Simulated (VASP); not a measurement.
# W (Im-3m) in VASP: notebook

Runs on W. Level: r2SCAN. Tasks: single point.

Everything below comes from runs of VASP 6.6.1. Logs are shortened: lines on timing, memory, paths and dates and some standing lists are left out, and cuts for length are marked.

## (1) The cell of the first run

The structure is cubic, space group Im-3m (No. 229). The conventional cell has a = 3.170 Å, b = 3.170 Å, c = 3.170 Å, α = 90.00°, β = 90.00°, γ = 90.00°. W (site symmetry m-3m) has 14 W at 2.74 to 3.17 Å within 3.6 Å.

## (2) Single point, r2SCAN

File POSCAR:

```
W
1.0
   -1.5848038465      1.5848038465      1.5848038465
    1.5848038465     -1.5848038465      1.5848038465
    1.5848038465      1.5848038465     -1.5848038465
W
1
Direct
    0.0000000000      0.0000000000      0.0000000000
```

File INCAR.step1:

```
SYSTEM = W
PREC     = Accurate       ! precision mode
ENCUT    = 520            ! plane-wave cutoff, eV
ISMEAR   = -1             ! smearing method
SIGMA    = 0.1            ! smearing width, eV
LREAL    = .FALSE.        ! projectors in reciprocal space
LASPH    = .TRUE.         ! aspherical terms in the spheres
NELM     = 80             ! most SCF steps
NBANDS   = 13             ! bands
GGA      = PE             ! functional
ALGO     = Normal         ! electronic algorithm
EDIFF    = 1E-4           ! SCF threshold, eV
LWAVE    = .TRUE.         ! write WAVECAR
LCHARG   = .FALSE.        ! write CHGCAR
```

File INCAR.step2:

```
SYSTEM = W
PREC     = Accurate       ! precision mode
ENCUT    = 520            ! plane-wave cutoff, eV
EDIFF    = 1E-7           ! SCF threshold, eV
ISMEAR   = -1             ! smearing method
SIGMA    = 0.1            ! smearing width, eV
LREAL    = .FALSE.        ! projectors in reciprocal space
LASPH    = .TRUE.         ! aspherical terms in the spheres
NELM     = 80             ! most SCF steps
ALGO     = Normal         ! electronic algorithm
ISIF     = 2              ! what is computed and relaxed
LWAVE    = .FALSE.        ! write WAVECAR
LCHARG   = .FALSE.        ! write CHGCAR
METAGGA  = R2SCAN         ! meta-GGA
LMIXTAU  = .TRUE.       
NBANDS   = 13             ! bands
ISTART   = 1
```

File KPOINTS:

```
regular mesh
0
G
  15 15 15
  0 0 0
```

Potentials or basis: VASP PAW PBE potentials, release 64 (W_sv).

On the command line:

```sh
$ cat potpaw_PBE.64/W_sv/POTCAR > POTCAR
$ cp INCAR.step1 INCAR
$ mpirun -np 1 vasp_std > vasp.out
$ cp INCAR.step2 INCAR
$ mpirun -np 1 vasp_std > vasp.out
```

OUTCAR:

```text
SYSTEM = W
   PREC = Accurate
   ENCUT = 520
   EDIFF = 1E-7
   ISMEAR = -1
   LREAL = .FALSE.
   LASPH = .TRUE.
   NELM = 80
   ISIF = 2
   METAGGA = R2SCAN
   ISTART = 1

 ion  position               nearest neighbor table
   1  0.000  0.000  0.000-

  LATTYP: Found a body centered cubic cell.
 ALAT       =     3.1696076930

  Lattice vectors:

 A1 = (  -1.5848038465,   1.5848038465,   1.5848038465)
 A2 = (   1.5848038465,  -1.5848038465,   1.5848038465)
 A3 = (   1.5848038465,   1.5848038465,  -1.5848038465)

Analysis of symmetry for initial positions (statically):
=====================================================================
 Subroutine PRICEL returns:
 Original cell was already a primitive cell.

 Routine SETGRP: Setting up the symmetry group for a
 body centered cubic supercell.

 Subroutine GETGRP returns: Found 48 space group operations
 (whereof 48 operations were pure point group operations)
 out of a pool of 48 trial point group operations.

The static configuration has the point symmetry O_h .

Analysis of symmetry for dynamics (positions and initial velocities):
=====================================================================
 Subroutine PRICEL returns:
 Original cell was already a primitive cell.

 Routine SETGRP: Setting up the symmetry group for a
 body centered cubic supercell.

 Subroutine GETGRP returns: Found 48 space group operations
 (whereof 48 operations were pure point group operations)
 out of a pool of 48 trial point group operations.

The dynamic configuration has the point symmetry O_h .

 Subroutine INISYM returns: Found 48 space group operations
 (whereof 48 operations are pure point group operations),
 and found     1 'primitive' translations

----------------------------------------------------------------------------------------

                                     Primitive cell

  volume of cell :      15.9216

  direct lattice vectors                    reciprocal lattice vectors
    -1.584803847  1.584803847  1.584803847     0.000000000  0.315496458  0.315496458
     1.584803847 -1.584803847  1.584803847     0.315496458  0.000000000  0.315496458
     1.584803847  1.584803847 -1.584803847     0.315496458  0.315496458  0.000000000

  length of vectors
     2.744960782  2.744960782  2.744960782     0.446179370  0.446179370  0.446179370

  position of ions in fractional coordinates (direct lattice)
     0.000000000  0.000000000  0.000000000

  ion indices of the primitive-cell ions
[... 75 lines left out ...]
   LREAL  =      F    real-space projection
   EDIFFG = 0.1E-05   stopping-criterion for IOM
   NSW    =      0    number of steps for IOM
   IBRION =     -1    ionic relax: 0-MD 1-quasi-New 2-CG
   NFREE  =      0    steps in history (QN), initial steepest desc. (CG)
   ISIF   =      2    stress and relaxation
   ISYM   =      2    0-nonsym 1-usesym 2-fastsym
   POTIM  = 0.5000    time-step for ionic-motion
   TEBEG  =    0.0;   TEEND  =   0.0 temperature during run
   PSTRESS=    0.0 pullay stress
   NELECT =      14.0000    total number of electrons
   NUPDOWN=      -1.0000    fix difference up-down
   EMIN   =  10.00;   EMAX   =-10.00  energy-range for DOS
   EFERMI =   0.00;   METHOD = LEGACY
   ISMEAR =    -1;   SIGMA  =   0.10  broadening in eV -4-tet -1-fermi 0-gaus
   EFERMI_NEDOS =   21; number of points for ismear=-14 and -15
   IALGO  =     38    algorithm
   IMIX   =      4    mixing-type and parameters
     AMIX     =   0.40;   BMIX     =  1.00
     AMIX_MAG =   1.60;   BMIX_MAG =  1.00
  volume/ion in A,a.u.               =      15.92       107.44
  Fermi-wavevector in a.u.,A,eV,Ry     =   1.568395  2.963836 33.468448  2.459862
  Thomas-Fermi vector in A             =   2.670432
   LORBIT       =      0    0 simple, 1 ext, 2 COOP (PROOUT), +10 PAW based schemes
   METAGGA = R2SCAN    functional components
   LHFCALC =     F    Hartree Fock is set to
   AEXX    =    0.0000 exact exchange contribution
   IVDW    =     0    specifies the selected vdW correction
   LEPSILON=     F    determine dielectric tensor
   LRPA    =     F    only Hartree local field effects (RPA)
 non-spin polarized calculation
  energy-cutoff  :      520.00
  volume of cell :       15.92
 maximum number of plane-waves:       444
   NGX = 11   NGY = 11   NGZ = 11

 number of electron      14.0000003 magnetization

 Free energy of the ion-electron system (eV)
  ---------------------------------------------------
  ext. energy  EPLUGINS =         0.00000000
  ---------------------------------------------------
  free energy    TOTEN  =       -51.35698715 eV

  energy without entropy =      -51.34456170  energy(sigma->0) =      -51.35077443

 E-fermi :  11.1856     XC(G=0): -14.9315

 val. band max:       11.1409592215   @ k =  -0.3333   0.4000   0.2667
 cond. band min:      11.3541976521   @ k =   0.4667   0.0667   0.0000
 fundamental gap:      0.2132384306
 Fermi energy:        11.1855926489

 k-point     1 :       0.0000    0.0000    0.0000
  band No.  band energies     occupation
      1     -64.8969      2.00000
      2     -27.7630      2.00000
      3     -27.7630      2.00000
      4     -27.7630      2.00000
      5       1.1220      2.00000
      6       9.9503      1.99999
      7       9.9503      1.99999
      8       9.9503      1.99999
      9      13.7780      0.00000
     10      13.7780      0.00000
     11      26.4750      0.00000
     12      26.4751      0.00000
     13      26.4751      0.00000
[... 354 lines left out ...]
  band No.  band energies     occupation
      1     -64.7368      2.00000
      2     -28.9541      2.00000
      3     -28.3945      2.00000
      4     -27.9009      2.00000
      5       5.9309      2.00000
      6       7.7628      2.00000
      7       9.7093      2.00000
      8      13.4503      0.00000
      9      14.9196      0.00000
     10      19.8215      0.00000
     11      21.0918      0.00000
     12      24.9286      0.00000
     13      28.0341      0.00000

 [... further k-points ...]
[... 5 lines left out ...]
  --------------------------------------------------------------------------------------
  -------------------------------------------------------------------------------------
  Total        0.0986208      0.0986208      0.0986208      0.0000000      0.0000000      0.0000000
  in kB        9.9241319      9.9241319      9.9241319      0.0000000      0.0000000      0.0000000
  external PRESSURE =       9.9241319 kB  Pullay stress =       0.0000000 kB

 VOLUME and BASIS-vectors are now :
 -----------------------------------------------------------------------------
  energy-cutoff  :      520.00
  volume of cell :       15.92
      direct lattice vectors                 reciprocal lattice vectors
    -1.584803847  1.584803847  1.584803847     0.000000000  0.315496458  0.315496458
     1.584803847 -1.584803847  1.584803847     0.315496458  0.000000000  0.315496458
     1.584803847  1.584803847 -1.584803847     0.315496458  0.315496458  0.000000000

 POSITION                                       TOTAL-FORCE (eV/Angst)
 -----------------------------------------------------------------------------------
      0.00000      0.00000      0.00000         0.000000      0.000000     -0.000000
 -----------------------------------------------------------------------------------
    total drift:                                0.000000     -0.000000      0.000000

  FREE ENERGIE OF THE ION-ELECTRON SYSTEM (eV)
  ---------------------------------------------------
  free  energy   TOTEN  =       -51.3569871509 eV

  energy  without entropy=      -51.3445617047  energy(sigma->0) =      -51.35077443
```

OSZICAR.step1:

```text
N       E                     dE             d eps       ncg     rms          rms(c)
DAV:   1     0.858700180127E+02    0.85870E+02   -0.75052E+03  3136   0.123E+03
DAV:   2    -0.118946875551E+02   -0.97765E+02   -0.93748E+02  3530   0.319E+02
DAV:   3    -0.135708584017E+02   -0.16762E+01   -0.16705E+01  3365   0.403E+01
DAV:   4    -0.135775359813E+02   -0.66776E-02   -0.66775E-02  3535   0.283E+00
DAV:   5    -0.135775911505E+02   -0.55169E-04   -0.55170E-04  3425   0.241E-01    0.208E+01
DAV:   6    -0.130884023638E+02    0.48919E+00   -0.40872E-01  3245   0.858E+00    0.830E+00
DAV:   7    -0.129603119071E+02    0.12809E+00   -0.21443E-01  3435   0.591E+00    0.644E-01
DAV:   8    -0.129561948546E+02    0.41171E-02   -0.42013E-03  3195   0.839E-01    0.701E-02
DAV:   9    -0.129562021151E+02   -0.72605E-05   -0.65224E-05  2405   0.104E-01
   1 F= -.12956202E+02 E0= -.12948786E+02  d E =-.148326E-01
```

It took 2.9 min on 1 thread of Intel Xeon 8259CL, shared host; peak memory 0.15 GiB.

What came out:

```yaml
Free_energy: -51.3570 eV
Pressure: 1.0 GPa
Band_gap_on_the_k_mesh: zero (bands 7 and 8 overlap by 6.05 eV)
```

Caveat: the PAW data sets were made with another functional, which shifts forces and pressure a little; spin-orbit coupling is left out, which moves the levels of the heavy elements.

## (3) Single point, r2SCAN

POSCAR is that of step 2.

File INCAR.step1:

```
PREC     = Accurate       # precision mode
ENCUT    = 520            # plane-wave cutoff, eV
ISMEAR   = -1             # smearing method
SIGMA    = 0.1            # smearing width, eV
LREAL    = False          # projectors in reciprocal space
LASPH    = True           # aspherical terms in the spheres
NELM     = 100            # most SCF steps
NBANDS   = 13             # bands
GGA      = PE             # functional
ALGO     = Normal         # electronic algorithm
EDIFF    = 1E-4           # SCF threshold, eV
LWAVE    = True           # write WAVECAR
LCHARG   = False          # write CHGCAR
```

File INCAR.step2:

```
PREC     = Accurate       # precision mode
ENCUT    = 520            # plane-wave cutoff, eV
EDIFF    = 1E-6           # SCF threshold, eV
ISMEAR   = -1             # smearing method
SIGMA    = 0.1            # smearing width, eV
LREAL    = False          # projectors in reciprocal space
LASPH    = True           # aspherical terms in the spheres
NELM     = 100            # most SCF steps
ALGO     = Normal         # electronic algorithm
ISIF     = 2              # what is computed and relaxed
LWAVE    = False          # write WAVECAR
LCHARG   = False          # write CHGCAR
METAGGA  = R2SCAN         # meta-GGA
LMIXTAU  = True         
NBANDS   = 13             # bands
ISTART   = 1
```

File KPOINTS:

```
Automatic mesh
0
Gamma
  20 20 20
```

Potentials or basis: VASP PAW PBE potentials, release 64 (W_sv).

On the command line:

```sh
$ cat potpaw_PBE.64/W_sv/POTCAR > POTCAR
$ cp INCAR.step1 INCAR
$ mpirun -np 1 vasp_std > vasp.out
$ cp INCAR.step2 INCAR
$ mpirun -np 1 vasp_std > vasp.out
```

It took 3 min on 1 thread of Intel Xeon 8259CL, shared host; peak memory 0.17 GiB.

It converged, with:

```
Free energy            : -51.3615 eV
Pressure               : 0.9 GPa
Band gap on the k mesh : zero (bands 7 and 8 overlap by 6.58 eV)
```

Levels at points of the mesh, in eV from the Fermi level:
```csv
k point,band 3,band 4,band 5,band 6,band 7,band 8,band 9,band 10,band 11,band 12
"(0.00, 0.00, 0.00)",-39.02,-39.02,-10.13,-1.31,-1.31,-1.31,2.52,2.52,15.22,15.22
"(0.50, 0.00, 0.00)",-39.46,-39.03,-6.56,-3.76,0.48,2.36,3.40,6.27,11.56,12.04
"(0.50, 0.50, 0.50)",-39.96,-39.96,-6.01,-6.01,5.27,5.27,5.27,8.48,8.48,8.48
```

Caveat: the PAW data sets were made with another functional, which shifts forces and pressure a little; spin-orbit coupling is left out, which moves the levels of the heavy elements.

## (4) Single point, r2SCAN

POSCAR is that of step 3.

File INCAR.step1:

```
SYSTEM = W
  PREC = Accurate
  ENCUT = 520
  ISMEAR = -1
  SIGMA = 0.6
  LREAL = .False.
  LASPH = .True.
  NELM = 60
  NBANDS = 13
  GGA = PE
  ALGO = Normal
  EDIFF = 1E-4
  LWAVE = .True.
  LCHARG = .False.
```

File INCAR.step2:

```
SYSTEM = W
  PREC = Accurate
  ENCUT = 520
  EDIFF = 1E-7
  ISMEAR = -1
  SIGMA = 0.6
  LREAL = .False.
  LASPH = .True.
  NELM = 60
  ALGO = Normal
  ISIF = 2
  LWAVE = .False.
  LCHARG = .False.
  METAGGA = R2SCAN
  LMIXTAU = .True.
  NBANDS = 13
  ISTART = 1
```

File KPOINTS:

```
regular mesh
0
Gamma
  14 14 14
  0 0 0
```

On the command line:

```sh
$ cat potpaw_PBE.64/W_sv/POTCAR > POTCAR
$ cp INCAR.step1 INCAR
$ mpirun -np 1 vasp_std > vasp.out
$ cp INCAR.step2 INCAR
$ mpirun -np 1 vasp_std > vasp.out
```

Run time: 67 s. Hardware: 1 thread of Intel Xeon 8259CL, shared host; peak memory 0.14 GiB.

The run converged. Its results:

| Item | Value |
| --- | --- |
| Free energy | -51.6687 eV |
| Pressure | 4.4 GPa |
| Band gap on the k mesh | zero (bands 7 and 8 overlap by 6.59 eV) |

Levels at points of the mesh, in eV from the Fermi level:
```
           k point  band 4  band 5  band 6  band 7  band 8  band 9  band 10  band 11
(0.00, 0.00, 0.00)  -38.84  -10.03   -1.17   -1.17   -1.17    2.64     2.64    15.32
(0.50, 0.00, 0.00)  -38.85   -6.45   -3.63    0.59    2.49    3.53     6.42    11.69
(0.50, 0.50, 0.50)  -39.79   -5.91   -5.91    5.43    5.43    5.43     8.60     8.60
```

Caveat: the cell stands under pressure; so wide a smearing shifts energies and pressures; the PAW data sets were made with another functional, which shifts forces and pressure a little; spin-orbit coupling is left out, which moves the levels of the heavy elements.

## (5) Single point, r2SCAN

POSCAR is that of step 4.

File INCAR.step1:

```
PREC = Accurate
ENCUT = 520
ISMEAR = -1
SIGMA = 1.0
LREAL = F
LASPH = T
NELM = 80
NBANDS = 13
GGA = PE
ALGO = Normal
EDIFF = 1E-4
LWAVE = T
LCHARG = F
```

File INCAR.step2:

```
PREC = Accurate
ENCUT = 520
EDIFF = 1E-7
ISMEAR = -1
SIGMA = 1.0
LREAL = F
LASPH = T
NELM = 80
ALGO = Normal
ISIF = 2
LWAVE = F
LCHARG = T
METAGGA = R2SCAN
LMIXTAU = T
LELF = T
LVHAR = T
NBANDS = 13
ISTART = 1
```

File KPOINTS:

```
regular mesh
0
Gamma
  14 14 14
```

On the command line:

```sh
$ cat potpaw_PBE.64/W_sv/POTCAR > POTCAR
$ cp INCAR.step1 INCAR
$ mpirun -np 1 vasp_std > vasp.out
$ cp INCAR.step2 INCAR
$ mpirun -np 1 vasp_std > vasp.out
```

It took 1.9 min on 1 thread of Intel Xeon 8259CL, shared host; peak memory 0.14 GiB.

The run converged. Its results:

| Item | Value |
| --- | --- |
| Free energy | -52.4358 eV |
| Pressure | 15.3 GPa |
| Band gap on the k mesh | zero (bands 7 and 8 overlap by 6.61 eV) |

Levels at points of the mesh, in eV from the Fermi level:
```
           k point  band 4  band 5  band 6  band 7  band 8  band 9  band 10  band 11
(0.00, 0.00, 0.00)  -38.78  -10.08   -1.16   -1.16   -1.16    2.62     2.62    15.25
(0.50, 0.00, 0.00)  -38.78   -6.49   -3.63    0.55    2.48    3.52     6.46    11.70
(0.50, 0.50, 0.50)  -39.73   -5.96   -5.96    5.45    5.45    5.45     8.56     8.56
```

Caveat: the cell stands under pressure; so wide a smearing shifts energies and pressures; the PAW data sets were made with another functional, which shifts forces and pressure a little; spin-orbit coupling is left out, which moves the levels of the heavy elements.

## (6) Single point, r2SCAN

POSCAR is that of step 5.

File INCAR.step1:

```
ALGO = Normal
EDIFF = 1E-4
ENCUT = 520
GGA = PE
ISMEAR = 0
LASPH = True
LCHARG = False
LREAL = False
LWAVE = True
NBANDS = 13
NELM = 100
PREC = Accurate
SIGMA = 0.01
```

File INCAR.step2:

```
ALGO = Normal
EDIFF = 1E-6
ENCUT = 520
ISIF = 2
ISMEAR = 0
ISTART = 1
LASPH = True
LCHARG = True
LELF = True
LMIXTAU = True
LREAL = False
LVHAR = True
LWAVE = False
METAGGA = R2SCAN
NBANDS = 13
NELM = 100
PREC = Accurate
SIGMA = 0.01
```

File KPOINTS:

```
k-points
0
Gamma
  14 14 14
```

Potentials or basis: VASP PAW PBE potentials, release 64 (W_sv).

On the command line:

```sh
$ cat potpaw_PBE.64/W_sv/POTCAR > POTCAR
$ cp INCAR.step1 INCAR
$ mpirun -np 1 vasp_std > vasp.out
$ cp INCAR.step2 INCAR
$ mpirun -np 1 vasp_std > vasp.out
```

Wall time 1.8 min (1 thread of Intel Xeon 8259CL, shared host); peak memory 0.14 GiB.

It converged, with:

```yaml
Free_energy: -51.3450 eV
Pressure: 1.4 GPa
Band_gap_on_the_k_mesh: zero (bands 7 and 8 overlap by 6.58 eV)
```

Levels at points of the mesh, in eV from the Fermi level:
| k point | band 5 | band 6 | band 7 | band 8 | band 9 | band 10 |
| --- | --- | --- | --- | --- | --- | --- |
| (0.00, 0.00, 0.00) | -10.19 | -1.36 | -1.36 | -1.36 | 2.46 | 2.46 |
| (0.50, 0.00, 0.00) | -6.62 | -3.82 | 0.43 | 2.30 | 3.34 | 6.21 |
| (0.50, 0.50, 0.50) | -6.07 | -6.07 | 5.21 | 5.21 | 5.21 | 8.42 |

Caveat: the PAW data sets were made with another functional, which shifts forces and pressure a little; spin-orbit coupling is left out, which moves the levels of the heavy elements.

## (7) Overview

```csv
k mesh,smearing,gap on the mesh (eV),pressure (GPa)
15 × 15 × 15,fermi-dirac 0.1 eV,none,1.0
20 × 20 × 20,fermi-dirac 0.1 eV,none,0.9
14 × 14 × 14,fermi-dirac 0.6 eV,none,4.4
14 × 14 × 14,fermi-dirac 1 eV,none,15.3
14 × 14 × 14,gaussian 0.01 eV,none,1.4
```

Alike in all rows: task single point; level r2SCAN; potentials or basis VASP PAW PBE potentials, release 64 (W_sv); no spin polarisation; cell as given; cutoff (eV) 520.

Caveats: the PAW data sets were made with another functional, which shifts forces and pressure a little; spin-orbit coupling is left out, which moves the levels of the heavy elements; the cell stands under pressure (at least some runs); so wide a smearing shifts energies and pressures (at least some runs).

Absolute energies hang on the potentials; compare differences alone.
